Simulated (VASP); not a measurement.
Crystal: Cs2KCrTe6.

```
K Cr Te Cs
1.0
     0.00000    5.35628    5.35628
     5.35628    0.00000    5.35628
     5.35628    5.35628    0.00000
K Cr Te Cs
1 1 6 2
Direct
  0.50000 0.50000 0.50000
  0.00000 0.00000 0.00000
  0.78500 0.21500 0.21500
  0.21500 0.78500 0.21500
  0.21500 0.78500 0.78500
  0.78500 0.21500 0.78500
  0.21500 0.21500 0.78500
  0.78500 0.78500 0.21500
  0.25000 0.25000 0.25000
  0.75000 0.75000 0.75000
```

Program: VASP 6.6.1. Alike in all runs: task single point; no spin polarisation; cell as given; k mesh 3 × 3 × 3; cutoff (eV) 520.

**Question.** Order these runs on this cell by their pressure, lowest first.
A. level PBE; potentials or basis VASP PAW PBE potentials, release 64 (K_sv, Cr_pv, Te, Cs_sv); smearing methfessel-paxton 0.0199 eV
B. level RPBE; potentials or basis VASP PAW PBE potentials, release 64 (K_sv, Cr_pv, Te, Cs_sv); smearing methfessel-paxton 0.0199 eV
C. level LDA+U; potentials or basis VASP PAW LDA potentials, release 64 (K_sv, Cr_pv, Te, Cs_sv); U Cr d U = 4.0 eV; smearing methfessel-paxton 0.01 eV

**Answer.** C (11.1 GPa), A (15.4 GPa), B (17.2 GPa).

Caveats: the cell stands under pressure; the run has no spin polarisation, though such a crystal can be magnetic; the PAW data sets were made with another functional, which shifts forces and pressure a little (at least some runs); U without spin polarisation on a metal has little footing (at least some runs); the U is typed as a test and isn't derived for this compound (at least some runs).
